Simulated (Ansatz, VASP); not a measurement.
PbO3 in VASP and in Ansatz

```
Pb O
1.0
     3.73912    0.00000    0.00000
     0.00000    3.73912    0.00000
     0.00000    0.00000    3.73912
Pb O
1 3
Cartesian
  0.0000 0.0000 0.0000
  0.0000 1.8696 1.8696
  1.8696 0.0000 1.8696
  1.8696 1.8696 0.0000
```

Alike in both runs: task relaxation of cell and atoms; functional PBE; k mesh 6 × 6 × 6; occupations gaussian, width 0.1 eV; no spin polarisation.

```csv
,VASP,Ansatz
version,VASP 6.6.1,Ansatz 0.2.0
potentials or method,"VASP PAW PBE potentials, release 64 (Pb_d, O), cutoff 600 eV","scalar-relativistic, plane waves, PAW"
valence electrons in the cell,32,32
```

Ansatz gave:

```
gap on the k mesh at the Fermi level, each at its own relaxed structure (eV) : none
relaxed volume (Å³/atom)                                                     : 11.33
relaxed length of the cell vector where the two differ most in proportion (Å)              : 3.566
```

Which values does VASP return?

gap on the k mesh at the Fermi level, each at its own relaxed structure (eV): none; relaxed volume (Å³/atom): 11.31; relaxed length of the cell vector where the two differ most in proportion (Å): 3.564.

A gap of «none» marks a metal or a gap that the smearing closes.

Neither program's run includes spin-orbit coupling.
